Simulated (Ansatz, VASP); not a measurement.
## Two plane-wave programs on MgH2Ir2

Contents of INCAR:

```
SYSTEM = MgH2Ir2
PREC = Accurate
ENCUT = 520
EDIFF = 1E-6
ISMEAR = 0
SIGMA = 0.1
LREAL = .FALSE.
LASPH = .TRUE.
NELM = 60
ALGO = Normal
ISIF = 2
LWAVE = .FALSE.
LCHARG = .TRUE.
GGA = PE
LELF = .TRUE.
LVHAR = .TRUE.
NBANDS = 19
```

KPOINTS

```
regular mesh
0
G
  6 6 6
  0 0 0
```

Contents of POSCAR:

```
MgH2Ir2
1.0
   -1.8280769700      1.8280769700      4.3922600300
    1.8280769700     -1.8280769700      4.3922600300
    1.8280769700      1.8280769700     -4.3922600300
Mg H Ir
1 2 2
Direct
    0.0000000000      0.0000000000      0.0000000000
    0.6186978800      0.6186978800      0.0000000000
    0.3813021200      0.3813021200      0.0000000000
    0.2500000000      0.7500000000      0.5000000000
    0.7500000000      0.2500000000      0.5000000000
```

Input for Ansatz:

```yaml
crystal:
  lattice:
    - [-1.82807697, 1.82807697, 4.39226003]
    - [1.82807697, -1.82807697, 4.39226003]
    - [1.82807697, 1.82807697, -4.39226003]
  atoms:
    - { symbol: Mg, position: [0.0, 0.0, 0.0] }
    - { symbol: H, position: [0.61869788, 0.61869788, 0.0] }
    - { symbol: H, position: [0.38130212, 0.38130212, 0.0] }
    - { symbol: Ir, position: [0.25, 0.75, 0.5] }
    - { symbol: Ir, position: [0.75, 0.25, 0.5] }
basis:
  ecutwfc: 420
kpoints:
  mp_grid: { grid: [6, 6, 6] }
hamiltonian:
  xc: pbe
scf:
  occupations: { method: gaussian, width: 0.1 }
  lower_state_search: "off"
output:
  forces: true
  stress: true
  eigenvalues: true
```

Change from the starting cell: species swapped into the DyGe2Pd2 type (I4/mmm, No. 139).

Alike in both runs: task single point; functional PBE; k mesh 6 × 6 × 6; occupations gaussian, width 0.1 eV; no spin polarisation.

|  | VASP | Ansatz |
| --- | --- | --- |
| version | VASP 6.6.1 | Ansatz 0.2.0 |
| potentials or method | VASP PAW PBE potentials, release 64 (Mg, H, Ir), cutoff 520 eV | scalar-relativistic, plane waves, PAW |
| valence electrons in the cell | 22 | 46 |

|  | VASP | Ansatz | Ansatz less VASP |
| --- | --- | --- | --- |
| gap on the k mesh at the Fermi level (eV) | none | none | - |
| pressure (GPa) | 0.0 | 0.0 | +0.03 |
| traceless stress, the component that is largest in VASP (GPa) | -9.80 | -9.58 | +0.223 |
| rms of the force components (eV/Å) | 0.527 | 0.529 | +0.0017 |

Atom by atom the forces differ by 0.002 eV/Å (rms over components). A gap of «none» marks a metal or a gap that the smearing closes. VASP's potentials hold 22 valence electrons a cell and Ansatz's 46, so a difference there can come from the potentials and not from the codes.

The k mesh is coarse, so the values compare programs but aren't converged. Neither program's run includes spin-orbit coupling.
